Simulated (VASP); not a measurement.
TaN, 2 atoms in the cell. The structure is cubic, space group Pm-3m (No. 221). The conventional cell has a = 2.714 Å, b = 2.714 Å, c = 2.714 Å, α = 90.00°, β = 90.00°, γ = 90.00°. Within 3.1 Å of Ta (site symmetry m-3m) lie 8 N at 2.35 Å and 6 Ta at 2.71 Å. Within 3.1 Å of N (site symmetry m-3m) lie 8 Ta at 2.35 Å and 6 N at 2.71 Å. 

| Property | Result |
| --- | --- |
| Program | VASP 6.6.1 |
| Task | single point |
| Functional | PBE |
| Potentials or basis | VASP PAW PBE potentials, release 64 (Ta_pv, N) |
| Cutoff | 520 eV |
| k mesh | 10 × 10 × 10 |
| Occupations | fermi-dirac, width 0.05 eV |
| Spin | no spin polarisation |
| Dipole correction | no |
| Further INCAR settings | ALGO = Normal; EDIFF = 1e-06; NBANDS = 15 |

Potentials or basis: VASP PAW PBE potentials, release 64 (Ta_pv, N).

Run with:

```sh
$ cat potpaw_PBE.64/Ta_pv/POTCAR potpaw_PBE.64/N/POTCAR > POTCAR
$ mpirun -np 1 vasp_std > vasp.out
```

Hardware: 1 thread of Intel(R) Xeon(R) Platinum 8488C (Sapphire Rapids), on a shared host.

Task: How long does it take, and how much memory?

Result: It took 12 s on 1 thread of Intel(R) Xeon(R) Platinum 8488C (Sapphire Rapids), with other jobs on the host, peak memory 0.13 GiB. Counts: scf iterations 13, k points 56.
